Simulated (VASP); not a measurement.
# NbAs (I4_1md) in VASP: further runs, part 2 of 2

VASP 6.6.1. Earlier steps stand in the parts before.

**3. Single point, revPBE**

Contents of INCAR:

```
SYSTEM = NbAs
ALGO     = Normal         ! electronic algorithm
EDIFF    = 1E-6           ! SCF threshold, eV
ENCUT    = 500            ! plane-wave cutoff, eV
GGA      = RE             ! functional
GGA_COMPAT= .FALSE.      
ISIF     = 2              ! what is computed and relaxed
ISMEAR   = 0              ! smearing method
LASPH    = .TRUE.         ! aspherical terms in the spheres
LCHARG   = .TRUE.         ! write CHGCAR
LELF     = .TRUE.         ! ELF
LREAL    = .FALSE.        ! projectors in reciprocal space
LVHAR    = .TRUE.       
LWAVE    = .FALSE.        ! write WAVECAR
NBANDS   = 26             ! bands
NELM     = 120            ! most SCF steps
PREC     = Accurate       ! precision mode
SIGMA    = 0.1            ! smearing width, eV
```

Contents of KPOINTS:

```
k-points
0
G
  2 2 2
  0 0 0
```

Contents of POSCAR:

```
NbAs
1.0
   -1.7258500000      1.7258500000      5.8400000000
    1.7258500000     -1.7258500000      5.8400000000
    1.7258500000      1.7258500000     -5.8400000000
Nb As
2 2
Direct
    0.7500000000      0.7500000000      0.0000000000
    0.5000000000      0.0000000000      0.5000000000
    0.1660000000      0.1660000000      0.0000000000
    0.9160000000      0.4160000000      0.5000000000
```

Potentials or basis: VASP PAW PBE potentials, release 64 (Nb_sv, As).

On the command line:

```bash
$ cat potpaw_PBE.64/Nb_sv/POTCAR potpaw_PBE.64/As/POTCAR > POTCAR
$ mpirun -np 1 vasp_std > vasp.out
```

Wall time 28 s (1 thread of Intel Xeon Platinum 8259CL at 2.50GHz (Skylake/Cascade Lake), shared host); peak memory 0.3 GiB.

It converged, with:

```
Free energy            : -30.0084 eV
Pressure               : 8.4 GPa
Largest force          : 0.058 eV/Å
Band gap on the k mesh : 0.04 eV, direct
```

Forces in eV/Å, atoms in the order of the input:
```
Nb   0.000  0.000 -0.058
Nb   0.000  0.000 -0.058
As   0.000  0.000  0.058
As   0.000  0.000  0.058
```

Stress tensor (GPa, compression positive):
```
 7.02  0.00  0.00
 0.00  7.02  0.00
 0.00  0.00 11.18
```

Levels at points of the mesh, in eV from the valence-band top:
```
           k point  band 15  band 16  band 17  band 18  band 19  band 20  band 21  band 22
(0.00, 0.00, 0.00)    -2.09    -1.65    -1.34    -1.34     0.65     1.21     2.43     3.03
(0.50, 0.00, 0.00)    -2.19    -1.82    -1.43     0.00     0.04     1.14     2.10     2.28
(0.50, 0.50, 0.00)    -2.76    -2.76    -0.60    -0.60     2.35     2.35     2.65     2.65
(0.50, 0.50, 0.50)    -2.55    -2.55    -0.43    -0.43     0.92     0.92     1.89     1.89
```

Caveat: the k points lie up to 1.29 Å⁻¹ apart; the PAW data sets were made with another functional, which shifts forces and pressure a little.

**4. Single point, PBE**

Contents of INCAR:

```
PREC = Accurate ; ENCUT = 500
EDIFF = 1E-6 ; ISMEAR = -5
SIGMA = 0.1 ; LREAL = F
LASPH = T ; NELM = 120
ALGO = Normal ; ISIF = 2
LWAVE = F ; LCHARG = F
GGA = PE ; NBANDS = 26
GGA_COMPAT = F
```

Contents of KPOINTS:

```
Automatic mesh
0
Gamma
  3 3 3
```

POSCAR is that of step 3.

Potentials or basis: VASP PAW PBE potentials, release 64 (Nb_sv, As).

On the command line:

```bash
$ cat potpaw_PBE.64/Nb_sv/POTCAR potpaw_PBE.64/As/POTCAR > POTCAR
$ mpirun -np 1 vasp_std > vasp.out
```

OUTCAR:

```text
PREC = Accurate
   ENCUT = 500
   EDIFF = 1E-6
   ISMEAR = -5
   LREAL = F
   LASPH = T
   NELM = 120
   ISIF = 2
   GGA = PE

 ion  position               nearest neighbor table
   1  0.750  0.750  0.000-   4 2.60   4 2.60   3 2.63   3 2.63   3 2.63   3 2.63
   2  0.500  0.000  0.500-   3 2.60   3 2.60   4 2.63   4 2.63   4 2.63   4 2.63
   3  0.166  0.166  0.000-   2 2.60   2 2.60   1 2.63   1 2.63   1 2.63   1 2.63
   4  0.916  0.416  0.500-   1 2.60   1 2.60   2 2.63   2 2.63   2 2.63   2 2.63

  LATTYP: Found a body centered tetragonal cell.
 ALAT       =     3.4517000000
 C/A-ratio  =     3.3838398470

  Lattice vectors:

 A1 = (  -1.7258500000,   1.7258500000,   5.8400000000)
 A2 = (   1.7258500000,  -1.7258500000,   5.8400000000)
 A3 = (   1.7258500000,   1.7258500000,  -5.8400000000)

Analysis of symmetry for initial positions (statically):
=====================================================================
 Subroutine PRICEL returns:
 Original cell was already a primitive cell.

 Routine SETGRP: Setting up the symmetry group for a
 body centered tetragonal supercell.

 Subroutine GETGRP returns: Found  8 space group operations
 (whereof  4 operations were pure point group operations)
 out of a pool of 16 trial point group operations.

The static configuration has the point symmetry C_2v.
 The point group associated with its full space group is C_4v.

Analysis of symmetry for dynamics (positions and initial velocities):
=====================================================================
 Subroutine PRICEL returns:
 Original cell was already a primitive cell.

 Routine SETGRP: Setting up the symmetry group for a
 body centered tetragonal supercell.

 Subroutine GETGRP returns: Found  8 space group operations
 (whereof  4 operations were pure point group operations)
 out of a pool of 16 trial point group operations.

The dynamic configuration has the point symmetry C_2v.
 The point group associated with its full space group is C_4v.

 Subroutine INISYM returns: Found  8 space group operations
[... 104 lines left out ...]
     AMIX_MAG =   1.60;   BMIX_MAG =  1.00
  volume/ion in A,a.u.               =      17.39       117.39
  Fermi-wavevector in a.u.,A,eV,Ry     =   1.314264  2.483599 23.501213  1.727290
  Thomas-Fermi vector in A             =   2.444529
   LORBIT       =      0    0 simple, 1 ext, 2 COOP (PROOUT), +10 PAW based schemes
   GGA     = PE    functional components
   LHFCALC =     F    Hartree Fock is set to
   AEXX    =    0.0000 exact exchange contribution
   IVDW    =     0    specifies the selected vdW correction
   LEPSILON=     F    determine dielectric tensor
   LRPA    =     F    only Hartree local field effects (RPA)
 non-spin polarized calculation
 Fermi weights with tetrahedron method with Bloechl corrections
  energy-cutoff  :      500.00
  volume of cell :       69.58
 maximum number of plane-waves:      1785
 NGX is ok and might be reduce to    48
   NGX = 23   NGY = 23   NGZ = 23

 number of electron      35.9999999 magnetization

 Free energy of the ion-electron system (eV)
  ---------------------------------------------------
  ext. energy  EPLUGINS =         0.00000000
  ---------------------------------------------------
  free energy    TOTEN  =       -32.29388914 eV

  energy without entropy =      -32.29388914  energy(sigma->0) =      -32.29388914

 E-fermi :   9.4876     XC(G=0): -11.8472

 val. band max:        9.3892757578   @ k =  -0.3333   0.3333   0.3333
 cond. band min:       9.7456491114   @ k =   0.3333  -0.0000   0.0000
 fundamental gap:      0.3563733537
 Fermi energy:         9.4876186567

 k-point     1 :       0.0000    0.0000    0.0000
  band No.  band energies     occupation
      1     -45.5113      2.00000
      2     -45.4829      2.00000
      3     -21.7209      2.00000
      4     -21.6369      2.00000
      5     -21.6369      2.00000
      6     -21.4546      2.00000
[... 163 lines left out ...]
     25      14.2871      0.00000
     26      14.2872      0.00000

------------------------ aborting loop because EDIFF is reached ----------------------------------------

  FORCE on cell =-STRESS in cart. coord.  units (eV):
  Direction    XX          YY          ZZ          XY          YZ          ZX
  --------------------------------------------------------------------------------------
  -------------------------------------------------------------------------------------
  Total        1.5515173      1.5515173      2.4031898      0.0000000      0.0000000      0.0000000
  in kB       35.7263189     35.7263189     55.3375244      0.0000000      0.0000000      0.0000000
  external PRESSURE =      42.2633874 kB  Pullay stress =       0.0000000 kB

 VOLUME and BASIS-vectors are now :
 -----------------------------------------------------------------------------
  energy-cutoff  :      500.00
  volume of cell :       69.58
      direct lattice vectors                 reciprocal lattice vectors
    -1.725850000  1.725850000  5.840000000     0.000000000  0.289712316  0.085616438
     1.725850000 -1.725850000  5.840000000     0.289712316  0.000000000  0.085616438
     1.725850000  1.725850000 -5.840000000     0.289712316  0.289712316  0.000000000

 POSITION                                       TOTAL-FORCE (eV/Angst)
 -----------------------------------------------------------------------------------
      0.00000      0.00000      8.76000        -0.000000     -0.000000     -0.306569
      0.00000      1.72585      0.00000         0.000000      0.000000     -0.306569
      0.00000      0.00000      1.93888        -0.000000      0.000000      0.306569
      0.00000      1.72585      4.85888         0.000000     -0.000000      0.306569
 -----------------------------------------------------------------------------------
    total drift:                               -0.000000     -0.000000      0.000180

  FREE ENERGIE OF THE ION-ELECTRON SYSTEM (eV)
  ---------------------------------------------------
  free  energy   TOTEN  =       -32.2938891359 eV

  energy  without entropy=      -32.2938891359  energy(sigma->0) =      -32.29388914
```

stdout:

```text
POSCAR found type information on POSCAR NbAs
 POSCAR found :  2 types and       4 ions
 scaLAPACK will be used
 LDA part: xc-table for (Slater+PW92), standard interpolation
 POSCAR, INCAR and KPOINTS ok, starting setup
 FFT: planning ... GRIDC
 FFT: planning ... GRID_SOFT
 FFT: planning ... GRID
 WAVECAR not read
 entering main loop
```

It took 30 s on 1 thread of Intel Xeon Platinum 8259CL at 2.50GHz (Skylake/Cascade Lake), shared host; peak memory 0.3 GiB.

Results:

| Item | Value |
| --- | --- |
| Free energy | -32.2939 eV |
| Pressure | 4.2 GPa |
| Largest force | 0.307 eV/Å |
| Band gap on the k mesh | 0.36 eV, indirect (least direct gap 0.36 eV) |

Forces on the atoms (eV/Å):
```
Nb   0.000  0.000 -0.307
Nb   0.000  0.000 -0.307
As   0.000  0.000  0.307
As   0.000  0.000  0.307
```

Caveat: the k points lie up to 0.86 Å⁻¹ apart.

**5. Single point, PBE**

Contents of INCAR:

```
SYSTEM = NbAs
PREC = Accurate ; ENCUT = 500
EDIFF = 1E-6 ; ISMEAR = 1
SIGMA = 0.27211386245988 ; LREAL = .False.
LASPH = .True. ; NELM = 120
ALGO = Normal ; ISIF = 2
LWAVE = .False. ; LCHARG = .False.
GGA = PE ; ISYM = 0
NBANDS = 26 ; GGA_COMPAT = .False.
```

Contents of KPOINTS:

```
Automatic mesh
0
Gamma
  1 6 3
  0 0 0
```

POSCAR is that of step 4.

On the command line:

```bash
$ cat potpaw_PBE.64/Nb_sv/POTCAR potpaw_PBE.64/As/POTCAR > POTCAR
$ mpirun -np 1 vasp_std > vasp.out
```

Run time: 50 s. Hardware: 1 thread of Intel Xeon Platinum 8259CL at 2.50GHz (Skylake/Cascade Lake), shared host; peak memory 0.3 GiB.

The run converged. Its results:

```
Free energy            : -32.2228 eV
Pressure               : 4.3 GPa
Largest force          : 0.468 eV/Å
Band gap on the k mesh : 0.12 eV, direct
```

Forces on the atoms (eV/Å):
```
Nb  -0.115  0.027 -0.259
Nb  -0.050  0.050 -0.320
As  -0.192 -0.233  0.320
As   0.357  0.156  0.260
```

Stress tensor (GPa, compression positive):
```
 2.11 -0.73 -0.19
-0.73  1.84  0.78
-0.19  0.78  9.00
```

Levels at points of the mesh, in eV from the valence-band top:
```csv
k point,band 16,band 17,band 18,band 19,band 20,band 21
"(0.00, 0.00, 0.00)",-1.61,-1.32,-1.32,0.77,1.35,2.49
"(0.00, 0.50, 0.00)",-1.83,-1.32,0.00,0.12,1.24,2.20
```

Caveat: the k points lie up to 1.90 Å⁻¹ apart.

**6. The runs side by side**

```tsv
level	k mesh	smearing	gap on the mesh (eV)	pressure (GPa)	largest force (eV/Å)
PBE	2 × 2 × 2	gaussian 0.1 eV	0.04	6.5	0.06
revPBE	2 × 2 × 2	gaussian 0.1 eV	0.04	8.4	0.06
PBE	3 × 3 × 3	tetrahedron	0.36	4.2	0.31
PBE	1 × 6 × 3	methfessel-paxton 0.272114 eV	0.12	4.3	0.47
```

Alike in all rows: task single point; potentials or basis VASP PAW PBE potentials, release 64 (Nb_sv, As); no spin polarisation; cell as given; cutoff (eV) 500.

Caveats: all runs use coarse meshes; the PAW data sets were made with another functional, which shifts forces and pressure a little (some runs).

Absolute energies hang on the potentials; compare differences alone.
